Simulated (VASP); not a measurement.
# Bi (Pm-3m) in VASP: further runs

The runs below take Bi through single point, relaxation of cell and atoms, with LDA.

All numbers are computed with VASP 6.6.1; they aren't measurements. Logs are shortened: lines on timing, memory, paths and dates and some standing lists are left out, and cuts for length are marked.

## Step 1: The cell of the first run

The structure is cubic, space group Pm-3m (No. 221). Conventional cell: a = 2.913 Å, b = 2.913 Å, c = 2.913 Å, α = 90.00°, β = 90.00°, γ = 90.00°. Within 3.8 Å of Bi (site symmetry m-3m) lie 6 Bi at 2.91 Å.

## Step 2: Single point, LDA

INCAR reads:

```
SYSTEM = Bi
PREC = Accurate
ENCUT = 500
EDIFF = 1E-6
ISMEAR = 0
SIGMA = 0.1
LREAL = .FALSE.
LASPH = .TRUE.
NELM = 120
ALGO = Normal
ISIF = 2
LWAVE = .FALSE.
LCHARG = .TRUE.
LELF = .TRUE.
LVHAR = .TRUE.
NBANDS = 14
GGA_COMPAT = .FALSE.
```

KPOINTS reads:

```
regular mesh
0
G
  5 5 5
  0 0 0
```

POSCAR reads:

```
Bi
1.0
    2.9127721048      0.0000000000      0.0000000000
    0.0000000000      2.9127721048      0.0000000000
    0.0000000000      0.0000000000      2.9127721048
Bi
1
Direct
    0.0000000000      0.0000000000      0.0000000000
```

Potentials or basis: VASP PAW LDA potentials, release 64 (Bi_d).

Started as:

```bash
cat potpaw_LDA.64/Bi_d/POTCAR > POTCAR
mpirun -np 1 vasp_std > vasp.out
```

OUTCAR:

```text
SYSTEM = Bi
   PREC = Accurate
   ENCUT = 500
   EDIFF = 1E-6
   ISMEAR = 0
   LREAL = .FALSE.
   LASPH = .TRUE.
   NELM = 120
   ISIF = 2

 ion  position               nearest neighbor table
   1  0.000  0.000  0.000-

  LATTYP: Found a simple cubic cell.
 ALAT       =     2.9127721048

  Lattice vectors:

 A1 = (   2.9127721048,   0.0000000000,   0.0000000000)
 A2 = (   0.0000000000,   2.9127721048,   0.0000000000)
 A3 = (   0.0000000000,   0.0000000000,   2.9127721048)

Analysis of symmetry for initial positions (statically):
=====================================================================
 Subroutine PRICEL returns:
 Original cell was already a primitive cell.

 Routine SETGRP: Setting up the symmetry group for a
 simple cubic supercell.

 Subroutine GETGRP returns: Found 48 space group operations
 (whereof 48 operations were pure point group operations)
 out of a pool of 48 trial point group operations.

The static configuration has the point symmetry O_h .

Analysis of symmetry for dynamics (positions and initial velocities):
=====================================================================
 Subroutine PRICEL returns:
 Original cell was already a primitive cell.

 Routine SETGRP: Setting up the symmetry group for a
 simple cubic supercell.

 Subroutine GETGRP returns: Found 48 space group operations
 (whereof 48 operations were pure point group operations)
 out of a pool of 48 trial point group operations.

The dynamic configuration has the point symmetry O_h .

 Subroutine INISYM returns: Found 48 space group operations
 (whereof 48 operations are pure point group operations),
 and found     1 'primitive' translations

----------------------------------------------------------------------------------------

                                     Primitive cell

  volume of cell :      24.7127

  direct lattice vectors                    reciprocal lattice vectors
     2.912772105  0.000000000  0.000000000     0.343315565  0.000000000  0.000000000
     0.000000000  2.912772105  0.000000000     0.000000000  0.343315565  0.000000000
     0.000000000  0.000000000  2.912772105     0.000000000  0.000000000  0.343315565

  length of vectors
     2.912772105  2.912772105  2.912772105     0.343315565  0.343315565  0.343315565

  position of ions in fractional coordinates (direct lattice)
     0.000000000  0.000000000  0.000000000

  ion indices of the primitive-cell ions
   primitive index   ion index
                 1           1

----------------------------------------------------------------------------------------

 KPOINTS: regular mesh

Automatic generation of k-mesh.
 Grid dimensions read from file:
 generate k-points for:    5    5    5

 Generating k-lattice:

  Cartesian coordinates                     Fractional coordinates (reciprocal lattice)
     0.068663113  0.000000000  0.000000000     0.200000000  0.000000000  0.000000000
     0.000000000  0.068663113  0.000000000     0.000000000  0.200000000  0.000000000
     0.000000000  0.000000000  0.068663113     0.000000000  0.000000000  0.200000000

  Length of vectors
     0.068663113  0.068663113  0.068663113

  Shift w.r.t. Gamma in fractional coordinates (k-lattice)
     0.000000000  0.000000000  0.000000000

 Subroutine IBZKPT returns following result:
 ===========================================

 Found     10 irreducible k-points:

 Following reciprocal coordinates:
            Coordinates               Weight
  0.000000  0.000000  0.000000      1.000000
  0.200000  0.000000  0.000000      6.000000
  0.400000  0.000000  0.000000      6.000000
  0.200000  0.200000  0.000000     12.000000
  0.400000  0.200000  0.000000     24.000000
  0.400000  0.400000  0.000000     12.000000
  0.200000  0.200000  0.200000      8.000000
  0.400000  0.200000  0.200000     24.000000
  0.400000  0.400000  0.200000     24.000000
  0.400000  0.400000  0.400000      8.000000
   k-points           NKPTS =     10   k-points in BZ     NKDIM =     10   number of bands    NBANDS=     14
   number of dos      NEDOS =    301   number of ions     NIONS =      1
   total plane-waves  NPLWV =  13824
   dimension x,y,z NGX =    24 NGY =   24 NGZ =   24
   dimension x,y,z NGXF=    48 NGYF=   48 NGZF=   48
   ions per type =               1
   NGX,Y,Z   is equivalent  to a cutoff of  13.70, 13.70, 13.70 a.u.
   NGXF,Y,Z  is equivalent  to a cutoff of  27.40, 27.40, 27.40 a.u.
 SYSTEM =  Bi
   PREC   = accura    normal or accurate (medium, high low for compatibility)
   ISTART =      0    job   : 0-new  1-cont  2-samecut
   ICHARG =      2    charge: 1-file 2-atom 10-const
   ISPIN  =      1    spin polarized calculation?
   LNONCOLLINEAR =      F non collinear calculations
   LSORBIT =      F    spin-orbit coupling
   LASPH  =      T    aspherical Exc in radial PAW
   ENCUT  =  500.0 eV  36.75 Ry    6.06 a.u.   5.31  5.31  5.31*2*pi/ulx,y,z
   NELM   =    120;   NELMIN=  2; NELMDL= -5     # of ELM steps
   EDIFF  = 0.1E-05   stopping-criterion for ELM
   LREAL  =      F    real-space projection
   EDIFFG = 0.1E-04   stopping-criterion for IOM
   NSW    =      0    number of steps for IOM
   IBRION =     -1    ionic relax: 0-MD 1-quasi-New 2-CG
   NFREE  =      0    steps in history (QN), initial steepest desc. (CG)
   ISIF   =      2    stress and relaxation
   ISYM   =      2    0-nonsym 1-usesym 2-fastsym
   POTIM  = 0.5000    time-step for ionic-motion
   TEBEG  =    0.0;   TEEND  =   0.0 temperature during run
   PSTRESS=    0.0 pullay stress
   NELECT =      15.0000    total number of electrons
   NUPDOWN=      -1.0000    fix difference up-down
   EMIN   =  10.00;   EMAX   =-10.00  energy-range for DOS
   EFERMI =   0.00;   METHOD = LEGACY
   ISMEAR =     0;   SIGMA  =   0.10  broadening in eV -4-tet -1-fermi 0-gaus
   EFERMI_NEDOS =   21; number of points for ismear=-14 and -15
   IALGO  =     38    algorithm
   IMIX   =      4    mixing-type and parameters
     AMIX     =   0.40;   BMIX     =  1.00
     AMIX_MAG =   1.60;   BMIX_MAG =  1.00
  volume/ion in A,a.u.               =      24.71       166.77
  Fermi-wavevector in a.u.,A,eV,Ry     =   1.386113  2.619374 26.141012  1.921310
  Thomas-Fermi vector in A             =   2.510460
   LORBIT       =      0    0 simple, 1 ext, 2 COOP (PROOUT), +10 PAW based schemes
   GGA     = CA    functional components
   LHFCALC =     F    Hartree Fock is set to
   AEXX    =    0.0000 exact exchange contribution
   IVDW    =     0    specifies the selected vdW correction
   LEPSILON=     F    determine dielectric tensor
   LRPA    =     F    only Hartree local field effects (RPA)
 non-spin polarized calculation
 Gauss-broadening in eV      SIGMA  =   0.10
  energy-cutoff  :      500.00
  volume of cell :       24.71
 maximum number of plane-waves:       639
 NGX is ok and might be reduce to    24
   NGX = 11   NGY = 11   NGZ = 11

 number of electron      14.9999997 magnetization

 Free energy of the ion-electron system (eV)
  ---------------------------------------------------
  ext. energy  EPLUGINS =         0.00000000
  ---------------------------------------------------
  free energy    TOTEN  =        -3.85727299 eV

  energy without entropy =       -3.84927455  energy(sigma->0) =       -3.85327377

 E-fermi :  11.2806     XC(G=0): -11.5445

 val. band max:       10.6204185690   @ k =   0.2000   0.2000   0.0000
 cond. band min:      11.2900304171   @ k =   0.2000   0.2000   0.2000
 fundamental gap:      0.6696118481
 Fermi energy:        11.2805719540

 k-point     1 :       0.0000    0.0000    0.0000
  band No.  band energies     occupation
      1     -12.8814      2.00000
      2     -12.8814      2.00000
      3     -11.9774      2.00000
      4     -11.9774      2.00000
      5     -11.9774      2.00000
      6      -4.9449      2.00000
      7      14.7855      0.00000
      8      14.7855      0.00000
      9      14.7855      0.00000
     10      19.2024      0.00000
     11      19.9906      0.00000
     12      19.9906      0.00000
     13      28.9002      0.00000
     14      28.9002      0.00000

 k-point     2 :       0.2000    0.0000    0.0000
  band No.  band energies     occupation
      1     -12.8652      2.00000
      2     -12.6515      2.00000
      3     -12.0620      2.00000
      4     -12.0620      2.00000
      5     -11.9704      2.00000
      6      -4.2104      2.00000
      7       9.8267      2.00000
      8      15.6226      0.00000
      9      15.6226      0.00000
     10      19.8577      0.00000
     11      20.2274      0.00000
     12      25.4795      0.00000
     13      26.6451      0.00000
     14      28.2128      0.00000

 k-point     3 :       0.4000    0.0000    0.0000
  band No.  band energies     occupation
      1     -12.8388      2.00000
      2     -12.2870      2.00000
      3     -12.1959      2.00000
      4     -12.1959      2.00000
      5     -11.9591      2.00000
      6      -2.2305      2.00000
      7       4.6293      2.00000
      8      17.4432      0.00000
      9      17.4432      0.00000
     10      20.8337      0.00000
     11      20.8454      0.00000
     12      24.1404      0.00000
     13      24.7989      0.00000
     14      25.4562      0.00000

 k-point     4 :       0.2000    0.2000    0.0000
  band No.  band energies     occupation
      1     -12.7487      2.00000
      2     -12.5101      2.00000
      3     -12.1595      2.00000
      4     -12.0567      2.00000
      5     -12.0511      2.00000
      6      -3.4859      2.00000
      7      10.5292      2.00000
      8      10.6204      2.00000
      9      16.4864      0.00000
     10      20.4211      0.00000
     11      22.2053      0.00000
     12      25.3999      0.00000
     13      26.8770      0.00000
     14      27.0384      0.00000

 k-point     5 :       0.4000    0.2000    0.0000
  band No.  band energies     occupation
      1     -12.6915      2.00000
      2     -12.3131      2.00000
      3     -12.1862      2.00000
      4     -12.1534      2.00000
      5     -12.0407      2.00000
      6      -1.5343      2.00000
      7       5.3553      2.00000
      8      12.3972      0.00000
      9      18.1157      0.00000
     10      18.3946      0.00000
     11      21.3686      0.00000
     12      24.2900      0.00000
     13      25.8168      0.00000
     14      27.9482      0.00000

 k-point     6 :       0.4000    0.4000    0.0000
  band No.  band energies     occupation
      1     -12.5598      2.00000
      2     -12.4956      2.00000
      3     -12.1714      2.00000
      4     -12.1693      2.00000
      5     -11.8262      2.00000
      6       0.3978      2.00000
      7       6.8104      2.00000
      8       7.2130      2.00000
      9      14.2030      0.00000
     10      20.5250      0.00000
     11      22.5861      0.00000
     12      23.7693      0.00000
     13      26.2398      0.00000
     14      28.5148      0.00000

 k-point     7 :       0.2000    0.2000    0.2000
  band No.  band energies     occupation
      1     -12.4970      2.00000
      2     -12.4970      2.00000
      3     -12.1591      2.00000
      4     -12.1443      2.00000
      5     -12.1443      2.00000
      6      -2.7682      2.00000
      7      11.2900      0.89359
      8      11.2900      0.89359
      9      11.4013      0.08782
     10      22.9055      0.00000
     11      22.9055      0.00000
     12      22.9659      0.00000
     13      25.9832      0.00000
     14      25.9832      0.00000

 k-point     8 :       0.4000    0.2000    0.2000
  band No.  band energies     occupation
      1     -12.4742      2.00000
      2     -12.3080      2.00000
      3     -12.2932      2.00000
      4     -12.1396      2.00000
      5     -12.0821      2.00000
      6      -0.8379      2.00000
      7       6.0820      2.00000
      8      13.0441      0.00000
      9      13.3001      0.00000
     10      18.3815      0.00000
     11      19.1347      0.00000
     12      24.7853      0.00000
     13      27.1747      0.00000
     14      27.5365      0.00000

 k-point     9 :       0.4000    0.4000    0.2000
  band No.  band energies     occupation
      1     -12.4800      2.00000
      2     -12.2878      2.00000
      3     -12.2794      2.00000
      4     -12.2716      2.00000
      5     -11.8188      2.00000
      6       1.0863      2.00000
      7       7.5480      2.00000
      8       7.9377      2.00000
      9      14.6307      0.00000
     10      15.2503      0.00000
     11      20.4235      0.00000
     12      20.7063      0.00000
     13      24.0139      0.00000
     14      30.0459      0.00000

 k-point    10 :       0.4000    0.4000    0.4000
  band No.  band energies     occupation
      1     -12.4585      2.00000
      2     -12.4511      2.00000
      3     -12.4511      2.00000
      4     -11.8077      2.00000
      5     -11.8077      2.00000
      6       3.0364      2.00000
      7       9.1225      2.00000
      8       9.1225      2.00000
      9      10.0120      2.00000
     10      15.6095      0.00000
     11      17.2209      0.00000
     12      17.2209      0.00000
     13      20.1272      0.00000
     14      34.0410      0.00000

------------------------ aborting loop because EDIFF is reached ----------------------------------------

  FORCE on cell =-STRESS in cart. coord.  units (eV):
  Direction    XX          YY          ZZ          XY          YZ          ZX
  --------------------------------------------------------------------------------------
  -------------------------------------------------------------------------------------
  Total        4.6802445      4.6802445      4.6802445     -0.0000000      0.0000000      0.0000000
  in kB      303.4307579    303.4307579    303.4307579     -0.0000000      0.0000000      0.0000000
  external PRESSURE =     303.4307579 kB  Pullay stress =       0.0000000 kB

 VOLUME and BASIS-vectors are now :
 -----------------------------------------------------------------------------
  energy-cutoff  :      500.00
  volume of cell :       24.71
      direct lattice vectors                 reciprocal lattice vectors
     2.912772105  0.000000000  0.000000000     0.343315565  0.000000000  0.000000000
     0.000000000  2.912772105  0.000000000     0.000000000  0.343315565  0.000000000
     0.000000000  0.000000000  2.912772105     0.000000000  0.000000000  0.343315565

 POSITION                                       TOTAL-FORCE (eV/Angst)
 -----------------------------------------------------------------------------------
      0.00000      0.00000      0.00000         0.000000      0.000000      0.000000
 -----------------------------------------------------------------------------------
    total drift:                                0.000000     -0.000000     -0.000000

  FREE ENERGIE OF THE ION-ELECTRON SYSTEM (eV)
  ---------------------------------------------------
  free  energy   TOTEN  =        -3.8572729893 eV

  energy  without entropy=       -3.8492745534  energy(sigma->0) =       -3.85327377
```

It took 4.9 s on 1 thread of AMD EPYC 7R13, shared host; peak memory 0.09 GiB.

Results:

| Quantity | Value |
| --- | --- |
| Free energy | -3.8573 eV |
| Pressure | 30.3 GPa |

Caveat: the k points lie up to 0.43 Å⁻¹ apart; spin-orbit coupling is left out, which moves the levels of the heavy elements.

## Step 3: Single point, LDA

This run uses another cell than the first one, of 32.77 Å³/atom, 1.326 times its volume.

INCAR reads:

```
SYSTEM = Bi
PREC     = Accurate       ! precision mode
ENCUT    = 500            ! plane-wave cutoff, eV
EDIFF    = 1E-6           ! SCF threshold, eV
ISMEAR   = 0              ! smearing method
SIGMA    = 0.1            ! smearing width, eV
LREAL    = .FALSE.        ! projectors in reciprocal space
LASPH    = .TRUE.         ! aspherical terms in the spheres
NELM     = 120            ! most SCF steps
ALGO     = Normal         ! electronic algorithm
ISIF     = 2              ! what is computed and relaxed
LWAVE    = .FALSE.        ! write WAVECAR
LCHARG   = .FALSE.        ! write CHGCAR
NBANDS   = 14             ! bands
GGA_COMPAT= .FALSE.
```

KPOINTS reads:

```
Automatic mesh
0
G
  5 5 5
  0 0 0
```

POSCAR reads:

```
Bi
1.0
    3.2001476953      0.0000000000      0.0000000000
    0.0000000000      3.2001476953      0.0000000000
    0.0000000000      0.0000000000      3.2001476953
Bi
1
Direct
    0.0000000000      0.0000000000      0.0000000000
```

Potentials or basis: VASP PAW LDA potentials, release 64 (Bi_d).

Started as:

```bash
cat potpaw_LDA.64/Bi_d/POTCAR > POTCAR
mpirun -np 1 vasp_std > vasp.out
```

Run time: 4.9 s. Hardware: 1 thread of AMD EPYC 7R13, shared host; peak memory 0.09 GiB.

The run converged. Its results:

```yaml
Free_energy: -4.4461 eV
Pressure: 0.1 GPa
```

Levels at points of the mesh, in eV from the Fermi level:
| k point | band 5 | band 6 | band 7 | band 8 | band 9 | band 10 |
| --- | --- | --- | --- | --- | --- | --- |
| (0.00, 0.00, 0.00) | -22.89 | -13.73 | 2.95 | 2.95 | 2.95 | 6.33 |

Caveat: the k points lie up to 0.39 Å⁻¹ apart; spin-orbit coupling is left out, which moves the levels of the heavy elements.

## Step 4: Relaxation of cell and atoms, LDA

This run uses another cell than the first one, of 38.61 Å³/atom, 1.563 times its volume.

INCAR reads:

```
PREC = Accurate
ENCUT = 500
EDIFF = 1E-7
ISMEAR = 0
SIGMA = 0.1
LREAL = F
LASPH = T
NELM = 120
ALGO = Normal
ISIF = 3
LWAVE = F
LCHARG = F
GGA = CA
IBRION = 2
NSW = 80
EDIFFG = -0.02
GGA_COMPAT = F
NELMIN = 4
```

KPOINTS reads:

```
regular mesh
0
Gamma
  5 5 5
```

POSCAR reads:

```
Bi
1.0
    3.3800000000      0.0000000000      0.0000000000
    0.0000000000      3.3800000000      0.0000000000
    0.0000000000      0.0000000000      3.3800000000
Bi
1
Direct
    0.0000000000      0.0000000000      0.0000000000
```

Started as:

```bash
cat potpaw_LDA.64/Bi_d/POTCAR > POTCAR
mpirun -np 1 vasp_std > vasp.out
```

Run time: 16 s. Hardware: 1 thread of AMD EPYC 7R13, shared host; peak memory 0.11 GiB.

The run converged. Its results:

```
Free energy                            : -4.4485 eV
Relaxed volume                         : 32.82 Å³/atom
Relaxed cell                           : a = 3.202 Å, b = 3.202 Å, c = 3.202 Å, α = 90.00°, β = 90.00°, γ = 90.00°
Space group after relaxing (to 0.05 Å) : Pm-3m (No. 221)
Energy gained by relaxing              : 131.5 meV/atom
Ionic steps                            : 3
Pressure after relaxing                : 0.0 GPa
```

The path:
```csv
step,energy change (eV),largest force (eV/Å),pressure (GPa),volume (Å³)
1,0.0000,0.0000,-6.22,38.61
2,-0.1080,0.0000,4.04,30.83
3,-0.1315,0.0000,-0.01,32.82
```

Final structure:
```yaml
crystal:
  lattice:
    - [3.20170, 0.00000, 0.00000]
    - [0.00000, 3.20170, 0.00000]
    - [0.00000, 0.00000, 3.20170]
  atoms:
    - { symbol: Bi, position: [0.00000, 0.00000, 0.00000] }
```

Levels at points of the mesh, in eV from the Fermi level:
```
           k point  band 5  band 6  band 7  band 8  band 9  band 10
(0.00, 0.00, 0.00)  -22.89  -13.72    2.94    2.94    2.94     6.32
```

Caveat: the k points lie up to 0.39 Å⁻¹ apart in the final cell; the volume moved by over 15 % at a fixed basis, so the end points are rough; spin-orbit coupling is left out, which moves the levels of the heavy elements.

(Continued in part 2 of 2.)
